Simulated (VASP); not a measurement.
Input of a VASP 6.6.1 run:

File INCAR:

```
PREC     = Accurate       # precision mode
ENCUT    = 520            # plane-wave cutoff, eV
EDIFF    = 1E-6           # SCF threshold, eV
ISMEAR   = 0              # smearing method
SIGMA    = 0.1            # smearing width, eV
LREAL    = False          # projectors in reciprocal space
LASPH    = True           # aspherical terms in the spheres
NELM     = 100            # most SCF steps
ALGO     = Fast           # electronic algorithm
ISIF     = 2              # what is computed and relaxed
LWAVE    = False          # write WAVECAR
LCHARG   = True           # write CHGCAR
GGA      = PS             # functional
LELF     = True           # ELF
LVHAR    = True         
NBANDS   = 38             # bands
```

Contents of KPOINTS:

```
regular mesh
0
Gamma
  12 12 12
```

POSCAR

```
Ta4N3
1.0
   -2.1785721947      2.1785721947      4.2726760247
    2.1785721947     -2.1785721947      4.2726760247
    2.1785721947      2.1785721947     -4.2726760247
Ta N
4 3
Direct
    0.0000000000      0.5000000000      0.5000000000
    0.2607537427      0.2607537427      0.0000000000
    0.5000000000      0.0000000000      0.5000000000
    0.7392462573      0.7392462573      0.0000000000
    0.7500000000      0.2500000000      0.5000000000
    0.0000000000      0.0000000000      0.0000000000
    0.2500000000      0.7500000000      0.5000000000
```

Potentials or basis: VASP PAW PBE potentials, release 64 (Ta_pv, N).

Run with:

```bash
$ cat potpaw_PBE.64/Ta_pv/POTCAR potpaw_PBE.64/N/POTCAR > POTCAR
$ mpirun -np 1 vasp_std > vasp.out
```

(1) Predict the pressure.

(2) Estimate the largest force.

(3) Estimate the band gap on the k mesh.

Answers

(1) 0.7 GPa.

(2) 0.033 eV/Å.

(3) zero (an odd number of electrons rules out a gap without spin polarisation).

Caveat: the PAW data sets were made with another functional, which shifts forces and pressure a little; spin-orbit coupling is left out, which moves the levels of the heavy elements; an odd number of electrons without spin polarisation forces a metal; a magnetic or distorted state may lie lower.
